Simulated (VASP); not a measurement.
# WSe (Fm-3m) in VASP: notebook

WSe is run at these levels: PBE+U; tasks: single point.

All numbers are computed with VASP 6.6.1; they aren't measurements. Logs are shortened: lines on timing, memory, paths and dates and some standing lists are left out, and cuts for length are marked.

### Step 1. The cell of the first run

It takes space group Fm-3m (No. 225, cubic). The conventional cell has a = 5.742 Å, b = 5.742 Å, c = 5.742 Å, α = 90.00°, β = 90.00°, γ = 90.00°. Within 3.8 Å of W (site symmetry m-3m) lie 6 Se at 2.87 Å. Within 3.8 Å of Se (site symmetry m-3m) lie 6 W at 2.87 Å.

### Step 2. Single point, PBE+U, collinear spin

Contents of INCAR:

```
SYSTEM = WSe
PREC = Accurate
ENCUT = 520
EDIFF = 1E-6
ISMEAR = 0
SIGMA = 0.1
LREAL = .False.
LASPH = .True.
NELM = 150
ALGO = Normal
ISIF = 2
LWAVE = .False.
LCHARG = .False.
ISPIN = 2
MAGMOM = 1 0
LORBIT = 11
LMAXMIX = 4
LDAU = .True.
LDAUTYPE = 2
LDAUL = 2 -1
LDAUU = 6.2 0
LDAUJ = 0 0
LDAUPRINT = 1
GGA = PE
NBANDS = 21
```

Contents of KPOINTS:

```
Automatic mesh
0
Gamma
  12 12 12
  0 0 0
```

Contents of POSCAR:

```
WSe
1.0
    0.0000000000      2.8710028295      2.8710028295
    2.8710028295      0.0000000000      2.8710028295
    2.8710028295      2.8710028295      0.0000000000
W Se
1 1
Direct
    0.0000000000      0.0000000000      0.0000000000
    0.5000000000      0.5000000000      0.5000000000
```

Potentials or basis: VASP PAW PBE potentials, release 64 (W_sv, Se).

The run is started by

```
> cat potpaw_PBE.64/W_sv/POTCAR potpaw_PBE.64/Se/POTCAR > POTCAR
> mpirun -np 1 vasp_std > vasp.out
```

OUTCAR:

```text
SYSTEM = WSe
   PREC = Accurate
   ENCUT = 520
   EDIFF = 1E-6
   ISMEAR = 0
   LREAL = .False.
   LASPH = .True.
   NELM = 150
   ISIF = 2
   ISPIN = 2
   LORBIT = 11
   GGA = PE

 ion  position               nearest neighbor table
   1  0.000  0.000  0.000-   2 2.87   2 2.87   2 2.87   2 2.87   2 2.87   2 2.87
   2  0.500  0.500  0.500-   1 2.87   1 2.87   1 2.87   1 2.87   1 2.87   1 2.87

  LATTYP: Found a face centered cubic cell.
 ALAT       =     5.7420056590

  Lattice vectors:

 A1 = (   0.0000000000,   2.8710028295,   2.8710028295)
 A2 = (   2.8710028295,   0.0000000000,   2.8710028295)
 A3 = (   2.8710028295,   2.8710028295,   0.0000000000)

Analysis of symmetry for initial positions (statically):
=====================================================================
 Subroutine PRICEL returns:
 Original cell was already a primitive cell.

 Routine SETGRP: Setting up the symmetry group for a
 face centered cubic supercell.

 Subroutine GETGRP returns: Found 48 space group operations
 (whereof 48 operations were pure point group operations)
 out of a pool of 48 trial point group operations.

The static configuration has the point symmetry O_h .

Analysis of symmetry for dynamics (positions and initial velocities):
=====================================================================
 Subroutine PRICEL returns:
 Original cell was already a primitive cell.

 Routine SETGRP: Setting up the symmetry group for a
 face centered cubic supercell.

 Subroutine GETGRP returns: Found 48 space group operations
 (whereof 48 operations were pure point group operations)
 out of a pool of 48 trial point group operations.

The dynamic configuration has the point symmetry O_h .

Analysis of structural, dynamic, and magnetic symmetry:
=====================================================================
 Subroutine PRICEL returns:
 Original cell was already a primitive cell.

 Routine SETGRP: Setting up the symmetry group for a
 face centered cubic supercell.

 Subroutine GETGRP returns: Found 48 space group operations
 (whereof 48 operations were pure point group operations)
 out of a pool of 48 trial point group operations.

The overall configuration has the point symmetry O_h .

 Subroutine INISYM returns: Found 48 space group operations
 (whereof 48 operations are pure point group operations),
 and found     1 'primitive' translations

----------------------------------------------------------------------------------------

                                     Primitive cell

  volume of cell :      47.3294

  direct lattice vectors                    reciprocal lattice vectors
     0.000000000  2.871002830  2.871002830    -0.174155175  0.174155175  0.174155175
     2.871002830  0.000000000  2.871002830     0.174155175 -0.174155175  0.174155175
     2.871002830  2.871002830  0.000000000     0.174155175  0.174155175 -0.174155175

  length of vectors
     4.060211139  4.060211139  4.060211139     0.301645611  0.301645611  0.301645611

  position of ions in fractional coordinates (direct lattice)
     0.000000000  0.000000000  0.000000000
     0.500000000  0.500000000  0.500000000

  ion indices of the primitive-cell ions
   primitive index   ion index
                 1           1
                 2           2

----------------------------------------------------------------------------------------

 KPOINTS: Automatic mesh

Automatic generation of k-mesh.
 Grid dimensions read from file:
 generate k-points for:   12   12   12

 Generating k-lattice:

  Cartesian coordinates                     Fractional coordinates (reciprocal lattice)
    -0.014512931  0.014512931  0.014512931     0.083333333  0.000000000  0.000000000
     0.014512931 -0.014512931  0.014512931     0.000000000  0.083333333  0.000000000
[... 57 lines left out ...]
   NELM   =    150;   NELMIN=  2; NELMDL= -5     # of ELM steps
   EDIFF  = 0.1E-05   stopping-criterion for ELM
   LREAL  =      F    real-space projection
   EDIFFG = 0.1E-04   stopping-criterion for IOM
   NSW    =      0    number of steps for IOM
   IBRION =     -1    ionic relax: 0-MD 1-quasi-New 2-CG
   NFREE  =      0    steps in history (QN), initial steepest desc. (CG)
   ISIF   =      2    stress and relaxation
   ISYM   =      2    0-nonsym 1-usesym 2-fastsym
   POTIM  = 0.5000    time-step for ionic-motion
   TEBEG  =    0.0;   TEEND  =   0.0 temperature during run
   PSTRESS=    0.0 pullay stress
   NELECT =      20.0000    total number of electrons
   NUPDOWN=      -1.0000    fix difference up-down
   EMIN   =  10.00;   EMAX   =-10.00  energy-range for DOS
   EFERMI =   0.00;   METHOD = LEGACY
   ISMEAR =     0;   SIGMA  =   0.10  broadening in eV -4-tet -1-fermi 0-gaus
   EFERMI_NEDOS =   21; number of points for ismear=-14 and -15
   IALGO  =     38    algorithm
   IMIX   =      4    mixing-type and parameters
     AMIX     =   0.40;   BMIX     =  1.00
     AMIX_MAG =   1.60;   BMIX_MAG =  1.00
  volume/ion in A,a.u.               =      23.66       159.70
  Fermi-wavevector in a.u.,A,eV,Ry     =   1.228498  2.321525 20.534021  1.509208
  Thomas-Fermi vector in A             =   2.363421
   LORBIT       =     11    0 simple, 1 ext, 2 COOP (PROOUT), +10 PAW based schemes
 LDA+U is selected, type is set to LDAUTYPE =  2
   angular momentum for each species LDAUL =     2   -1
   U (eV)           for each species LDAUU =   6.2  0.0
   J (eV)           for each species LDAUJ =   0.0  0.0
   GGA     = PE    functional components
   LHFCALC =     F    Hartree Fock is set to
   AEXX    =    0.0000 exact exchange contribution
   IVDW    =     0    specifies the selected vdW correction
   LEPSILON=     F    determine dielectric tensor
   LRPA    =     F    only Hartree local field effects (RPA)
 spin polarized calculation
 Gauss-broadening in eV      SIGMA  =   0.10
  energy-cutoff  :      520.00
  volume of cell :       47.33
 maximum number of plane-waves:      1303
   NGX = 15   NGY = 15   NGZ = 15

atom =   1  type =  1  l = 2

 onsite density matrix

spin component  1

  0.7877  0.0000  0.0000  0.0000 -0.0000
  0.0000  0.7877 -0.0000  0.0000 -0.0000
  0.0000 -0.0000  0.4314 -0.0000  0.0000
  0.0000  0.0000 -0.0000  0.7877 -0.0000
 -0.0000 -0.0000  0.0000 -0.0000  0.4314

spin component  2

  0.0145  0.0000  0.0000  0.0000 -0.0000
  0.0000  0.0145 -0.0000  0.0000 -0.0000
  0.0000 -0.0000  0.0622 -0.0000  0.0000
  0.0000  0.0000 -0.0000  0.0145 -0.0000
 -0.0000 -0.0000  0.0000 -0.0000  0.0622

 occupancies and eigenvectors

  o =  0.0145  v =  0.0000  0.0000  0.0000  0.0000  0.0000  0.0026 -0.9996  0.0000 -0.0289 -0.0000      0.0000  0.0000  0.0000  0.0000  0.0000  0.0000  0.0000  0.0000  0.0000  0.0000
  o =  0.0145  v =  0.0000  0.0000  0.0000  0.0000  0.0000  0.0528  0.0290  0.0000 -0.9982 -0.0000      0.0000  0.0000  0.0000  0.0000  0.0000  0.0000  0.0000  0.0000  0.0000  0.0000
  o =  0.0145  v =  0.0000  0.0000  0.0000  0.0000  0.0000  0.9986  0.0011 -0.0000  0.0528  0.0000      0.0000  0.0000  0.0000  0.0000  0.0000  0.0000  0.0000  0.0000  0.0000  0.0000
  o =  0.0622  v =  0.0000  0.0000  0.0000  0.0000  0.0000  0.0000  0.0000  0.9999  0.0000 -0.0134      0.0000  0.0000  0.0000  0.0000  0.0000  0.0000  0.0000  0.0000  0.0000  0.0000
  o =  0.0622  v =  0.0000  0.0000  0.0000  0.0000  0.0000 -0.0000  0.0000  0.0134 -0.0000  0.9999      0.0000  0.0000  0.0000  0.0000  0.0000  0.0000  0.0000  0.0000  0.0000  0.0000
  o =  0.4314  v =  0.0000 -0.0000  0.9705 -0.0000  0.2410  0.0000  0.0000  0.0000  0.0000  0.0000      0.0000  0.0000  0.0000  0.0000  0.0000  0.0000  0.0000  0.0000  0.0000  0.0000
  o =  0.4314  v =  0.0000 -0.0000  0.2410 -0.0000 -0.9705  0.0000  0.0000  0.0000  0.0000  0.0000      0.0000  0.0000  0.0000  0.0000  0.0000  0.0000  0.0000  0.0000  0.0000  0.0000
  o =  0.7877  v =  1.0000  0.0000  0.0000  0.0000  0.0000  0.0000  0.0000  0.0000  0.0000  0.0000      0.0000  0.0000  0.0000  0.0000  0.0000  0.0000  0.0000  0.0000  0.0000  0.0000
  o =  0.7877  v =  0.0000 -0.7325 -0.0000 -0.6808  0.0000  0.0000  0.0000  0.0000  0.0000  0.0000      0.0000  0.0000  0.0000  0.0000  0.0000  0.0000  0.0000  0.0000  0.0000  0.0000
  o =  0.7877  v =  0.0000  0.6808  0.0000 -0.7325  0.0000  0.0000  0.0000  0.0000  0.0000  0.0000      0.0000  0.0000  0.0000  0.0000  0.0000  0.0000  0.0000  0.0000  0.0000  0.0000

 number of electron      20.0000002 magnetization       3.9434825

 Free energy of the ion-electron system (eV)
  ---------------------------------------------------
  ext. energy  EPLUGINS =         0.00000000
  ---------------------------------------------------
  free energy    TOTEN  =        -9.42504853 eV

  energy without entropy =       -9.41931859  energy(sigma->0) =       -9.42218356

 E-fermi :   6.5333     XC(G=0): -10.3444

 val. band max:        6.5300002345   @ k =  -0.3333   0.2500   0.0833
 cond. band min:       6.5539923881   @ k =   0.4167   0.3333   0.0000
 fundamental gap:      0.0239921536
 Fermi energy:         6.5333116917

 spin component 1

 k-point     1 :       0.0000    0.0000    0.0000
  band No.  band energies     occupation
      1     -68.7471      1.00000
      2     -33.2008      1.00000
      3     -33.2008      1.00000
      4     -33.2008      1.00000
      5      -8.5037      1.00000
      6       2.6908      1.00000
[... 1145 lines left out ...]
     20      19.9587      0.00000
     21      20.5455      0.00000

 [... further k-points ...]
[... 5 lines left out ...]
  --------------------------------------------------------------------------------------
  -------------------------------------------------------------------------------------
  Total       -0.7729004     -0.7729004     -0.7729004      0.0000000     -0.0000000     -0.0000000
  in kB      -26.1639467    -26.1639467    -26.1639467      0.0000000     -0.0000000     -0.0000000
  external PRESSURE =     -26.1639467 kB  Pullay stress =       0.0000000 kB

 VOLUME and BASIS-vectors are now :
 -----------------------------------------------------------------------------
  energy-cutoff  :      520.00
  volume of cell :       47.33
      direct lattice vectors                 reciprocal lattice vectors
     0.000000000  2.871002830  2.871002830    -0.174155175  0.174155175  0.174155175
     2.871002830  0.000000000  2.871002830     0.174155175 -0.174155175  0.174155175
     2.871002830  2.871002830  0.000000000     0.174155175  0.174155175 -0.174155175

 POSITION                                       TOTAL-FORCE (eV/Angst)
 -----------------------------------------------------------------------------------
      0.00000      0.00000      0.00000        -0.000000     -0.000000     -0.000000
      2.87100      2.87100      2.87100         0.000000      0.000000      0.000000
 -----------------------------------------------------------------------------------
    total drift:                               -0.000000      0.000000      0.000000

  FREE ENERGIE OF THE ION-ELECTRON SYSTEM (eV)
  ---------------------------------------------------
  free  energy   TOTEN  =        -9.4250485289 eV

  energy  without entropy=       -9.4193185936  energy(sigma->0) =       -9.42218356

 total charge

# of ion       s       p       d       tot
------------------------------------------
    1        2.304   6.072   3.355  11.731
    2        1.445   2.343   0.050   3.837
--------------------------------------------------
tot          3.748   8.415   3.405  15.567

 magnetization (x)

# of ion       s       p       d       tot
------------------------------------------
    1        0.154   0.026   3.026   3.206
    2        0.013  -0.132   0.041  -0.078
--------------------------------------------------
tot          0.167  -0.105   3.067   3.128
```

It took 2.1 min on 1 thread of Intel Xeon Platinum 8488C (Sapphire Rapids), shared host; peak memory 0.26 GiB.

What came out:

| Quantity | Value |
| --- | --- |
| Free energy | -9.4250 eV |
| Pressure | -2.6 GPa |
| Net moment | 3.94 μB per cell |
| Site moments | W +3.21; Se -0.08 μB |
| Valence electrons inside the program's atomic spheres | W 11.73; Se 3.84 |

Eigenvalues of the final occupation matrices:
| site | spin | trace | eigenvalues |
| --- | --- | --- | --- |
| site 1 d | 1 | 3.23 | 0.43 0.43 0.79 0.79 0.79 |
| site 1 d | 2 | 0.17 | 0.01 0.01 0.01 0.06 0.06 |

Caveat: spin-orbit coupling is left out, which moves the levels of the heavy elements.

### Step 3. Single point, PBE+U, collinear spin

Contents of INCAR:

```
SYSTEM = WSe
  PREC = Accurate
  ENCUT = 520
  EDIFF = 1E-6
  ISMEAR = 0
  SIGMA = 0.1
  LREAL = .FALSE.
  LASPH = .TRUE.
  NELM = 150
  ALGO = Normal
  ISIF = 2
  LWAVE = .FALSE.
  LCHARG = .FALSE.
  ISPIN = 2
  MAGMOM = 2.5 0
  LORBIT = 11
  LMAXMIX = 4
  LDAU = .TRUE.
  LDAUTYPE = 2
  LDAUL = 2 -1
  LDAUU = 6.2 0
  LDAUJ = 0 0
  LDAUPRINT = 1
  GGA = PE
  NBANDS = 21
```

Contents of KPOINTS:

```
Automatic mesh
0
G
  12 12 12
  0 0 0
```

POSCAR is that of step 2.

Potentials or basis: VASP PAW PBE potentials, release 64 (W_sv, Se).

The run is started by

```
> cat potpaw_PBE.64/W_sv/POTCAR potpaw_PBE.64/Se/POTCAR > POTCAR
> mpirun -np 1 vasp_std > vasp.out
```

Wall time 2 min (1 thread of Intel Xeon Platinum 8488C (Sapphire Rapids), shared host); peak memory 0.27 GiB.

The run converged. Its results:

```yaml
Free_energy: -9.4250 eV
Pressure: -2.6 GPa
Net_moment: 3.94 μB per cell
Site_moments: W +3.21; Se -0.08 μB
Valence_electrons_inside_the_program's_atomic_spheres: W 11.73; Se 3.84
```

Levels at points of the mesh, in eV from the Fermi level:
Spin up:
| k point | band 8 | band 9 | band 10 | band 11 | band 12 | band 13 | band 14 | band 15 | band 16 | band 17 |
| --- | --- | --- | --- | --- | --- | --- | --- | --- | --- | --- |
| (0.00, 0.00, 0.00) | -3.84 | -2.64 | -2.64 | -2.64 | -1.81 | -1.81 | -1.32 | 7.12 | 9.53 | 9.53 |
| (0.50, 0.00, 0.00) | -5.19 | -2.60 | -2.60 | -2.39 | 1.28 | 2.86 | 2.86 | 4.40 | 4.40 | 5.81 |
| (0.50, 0.50, 0.00) | -3.91 | -3.91 | -2.47 | -2.47 | -1.45 | -1.17 | 0.17 | 7.04 | 7.71 | 9.65 |
Spin down:
```
           k point  band 6  band 7  band 8  band 9  band 10  band 11
(0.00, 0.00, 0.00)   -2.63   -2.63   -2.63    0.12     1.47     1.47
(0.50, 0.00, 0.00)   -6.68   -3.97   -3.97    2.16     3.48     3.75
(0.50, 0.50, 0.00)   -5.53   -3.74   -3.74   -0.37     0.53     2.55
```

Eigenvalues of the final occupation matrices:
```tsv
site	spin	trace	eigenvalues
site 1 d	1	3.23	0.43 0.43 0.79 0.79 0.79
site 1 d	2	0.17	0.01 0.01 0.01 0.06 0.06
```

Caveat: spin-orbit coupling is left out, which moves the levels of the heavy elements.

### Step 4. Single point, PBE+U, collinear spin

Contents of INCAR:

```
  ALGO = Normal
  EDIFF = 1E-6
  ENCUT = 520
  GGA = PE
  ISIF = 2
  ISMEAR = 0
  ISPIN = 2
  LASPH = True
  LCHARG = False
  LDAU = True
  LDAUJ = 0 0
  LDAUL = 2 -1
  LDAUPRINT = 1
  LDAUTYPE = 2
  LDAUU = 6.2 0
  LMAXMIX = 4
  LORBIT = 11
  LREAL = False
  LWAVE = False
  MAGMOM = 0.5 0
  NBANDS = 21
  NELM = 150
  PREC = Accurate
  SIGMA = 0.1
```

Contents of KPOINTS:

```
k-points
0
Gamma
  12 12 12
```

POSCAR is that of step 3.

The run is started by

```
> cat potpaw_PBE.64/W_sv/POTCAR potpaw_PBE.64/Se/POTCAR > POTCAR
> mpirun -np 1 vasp_std > vasp.out
```

Run time: 1.9 min. Hardware: 1 thread of Intel Xeon Platinum 8488C (Sapphire Rapids), shared host; peak memory 0.26 GiB.

Results (log left out):

- Free energy: -9.4250 eV
- Pressure: -2.6 GPa
- Net moment: 3.94 μB per cell
- Site moments: W +3.21; Se -0.08 μB
- Valence electrons inside the program's atomic spheres: W 11.73; Se 3.84

Levels at points of the mesh, in eV from the Fermi level:
Spin up:
```csv
k point,band 8,band 9,band 10,band 11,band 12,band 13,band 14,band 15,band 16,band 17
"(0.00, 0.00, 0.00)",-3.84,-2.64,-2.64,-2.64,-1.81,-1.81,-1.32,7.12,9.53,9.53
"(0.50, 0.00, 0.00)",-5.19,-2.60,-2.60,-2.39,1.28,2.86,2.86,4.40,4.40,5.81
"(0.50, 0.50, 0.00)",-3.91,-3.91,-2.47,-2.47,-1.45,-1.17,0.17,7.04,7.71,9.65
```
Spin down:
| k point | band 4 | band 5 | band 6 | band 7 | band 8 | band 9 | band 10 | band 11 | band 12 | band 13 |
| --- | --- | --- | --- | --- | --- | --- | --- | --- | --- | --- |
| (0.00, 0.00, 0.00) | -37.76 | -14.91 | -2.63 | -2.63 | -2.63 | 0.12 | 1.48 | 1.48 | 1.48 | 1.65 |
| (0.50, 0.00, 0.00) | -37.76 | -14.03 | -6.68 | -3.97 | -3.97 | 2.16 | 3.48 | 3.75 | 3.75 | 5.49 |
| (0.50, 0.50, 0.00) | -37.76 | -14.06 | -5.53 | -3.74 | -3.74 | -0.37 | 0.53 | 2.55 | 3.98 | 4.53 |

Eigenvalues of the final occupation matrices:
```
    site  spin  trace               eigenvalues
site 1 d     1   3.23  0.43 0.43 0.79 0.79 0.79
site 1 d     2   0.17  0.01 0.01 0.01 0.06 0.06
```

Caveat: spin-orbit coupling is left out, which moves the levels of the heavy elements.
